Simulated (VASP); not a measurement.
Set up this calculation in VASP 6.6.1, as the native input.

```yaml
Task: single point
Functional: r2SCAN
Potentials_or_basis: VASP PAW PBE potentials, release 64 (Ba_sv)
Cutoff: 520 eV
k_mesh: 8 × 8 × 8
Occupations: fermi-dirac, width 0.05 eV
Spin: no spin polarisation
Dipole_correction: no
Further_INCAR_settings: ALGO = Normal; EDIFF = 1e-06; NBANDS = 11
```

Ba:

```
Ba
1.0
    -2.08837    2.08837    2.08837
     2.08837   -2.08837    2.08837
     2.08837    2.08837   -2.08837
Ba
1
Direct
  0.00000 0.00000 0.00000
```

These files were run (other wordings do the same):

POSCAR

```
Ba
1.0
   -2.0883744141      2.0883744141      2.0883744141
    2.0883744141     -2.0883744141      2.0883744141
    2.0883744141      2.0883744141     -2.0883744141
Ba
1
Direct
    0.0000000000      0.0000000000      0.0000000000
```

INCAR.step1

```
PREC = Accurate
ENCUT = 520
ISMEAR = -1
SIGMA = 0.05
LREAL = False
LASPH = True
NELM = 80
NBANDS = 11
GGA = PE
ALGO = Normal
EDIFF = 1E-4
LWAVE = True
LCHARG = False
```

INCAR.step2

```
PREC = Accurate
ENCUT = 520
EDIFF = 1E-6
ISMEAR = -1
SIGMA = 0.05
LREAL = False
LASPH = True
NELM = 80
ALGO = Normal
ISIF = 2
LWAVE = False
LCHARG = False
METAGGA = R2SCAN
LMIXTAU = True
NBANDS = 11
ISTART = 1
```

KPOINTS

```
regular mesh
0
Gamma
  8 8 8
```

Potentials or basis: VASP PAW PBE potentials, release 64 (Ba_sv).

Run with:

```sh
$ cat potpaw_PBE.64/Ba_sv/POTCAR > POTCAR
$ cp INCAR.step1 INCAR
$ mpirun -np 1 vasp_std > vasp.out
$ cp INCAR.step2 INCAR
$ mpirun -np 1 vasp_std > vasp.out
```

Results of the run:

```
Pressure               : 11.2 GPa
Band gap on the k mesh : zero (band 5 reaches 5.66 eV, above the bottom of band 6 at 2.19 eV)
```

Caveat: the PAW data sets were made with another functional, which shifts forces and pressure a little; spin-orbit coupling is left out, which moves the levels of the heavy elements.

It took 32 s on 1 thread of Intel(R) Xeon(R) Platinum 8488C (Sapphire Rapids) (shared host), peak memory 0.16 GiB.
